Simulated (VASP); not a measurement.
The system is Cu.

```
Cu
1.0
     1.58861    0.91719    2.76563
    -1.58861    0.91719    2.76563
     0.00000   -1.83437    2.76563
Cu
2
Direct
  0.23364 0.23364 0.23364
  0.76636 0.76636 0.76636
```

```yaml
Program: VASP 6.6.1
Task: relaxation of cell and atoms
Functional: PBE
Potentials_or_basis: VASP PAW PBE potentials, release 64 (Cu)
Cutoff: 600 eV
k_mesh: 6 × 6 × 6
Occupations: gaussian, width 0.1 eV
Spin: no spin polarisation
```

At the start: pressure 28.1 GPa; volume 12.09 Å³/atom.

Question: Where does the relaxation end?

Answer: Over 19 steps the energy falls by 748.6 meV/atom and the volume is 11.97 Å³/atom (-1.0 %); space group R-3m (No. 166, to 0.05 Å).

The path:
```tsv
step	energy change (eV)	largest force (eV/Å)	pressure (GPa)	volume (Å³)
1	0.0000	2.9973	28.07	24.18
2	-0.4693	0.0732	-10.25	32.37
3	-0.5956	0.4955	-3.20	29.11
4	-0.5956	0.5255	-2.73	29.01
5	-0.6547	0.2269	-1.26	28.31
6	-0.6962	0.3390	1.59	27.34
7	-0.7538	0.4293	0.70	27.34
8	-0.9919	0.6977	-2.78	27.09
9	-1.3677	1.0747	-4.77	25.55
10	-1.3488	1.1015	-1.66	24.53
11	-1.3808	1.0927	-4.32	25.30
12	-1.4176	0.7697	-3.70	24.73
13	-1.4176	0.7705	-3.72	24.73
14	-1.4563	0.6399	-1.81	24.28
15	-1.4730	0.0300	7.34	22.95
16	-1.4867	0.3314	3.16	23.52
17	-1.4869	0.2964	3.37	23.46
18	-1.4968	0.0505	0.80	23.84
19	-1.4973	0.0075	0.34	23.93
```

Final structure:
```
Cu
1.0
     1.30034    0.75075    4.08611
    -1.30034    0.75075    4.08611
     0.00000   -1.50151    4.08611
Cu
2
Direct
  0.24996 0.24996 0.24996
  0.75004 0.75004 0.75004
```

Caveat: the k points lie up to 0.47 Å⁻¹ apart in the final cell.
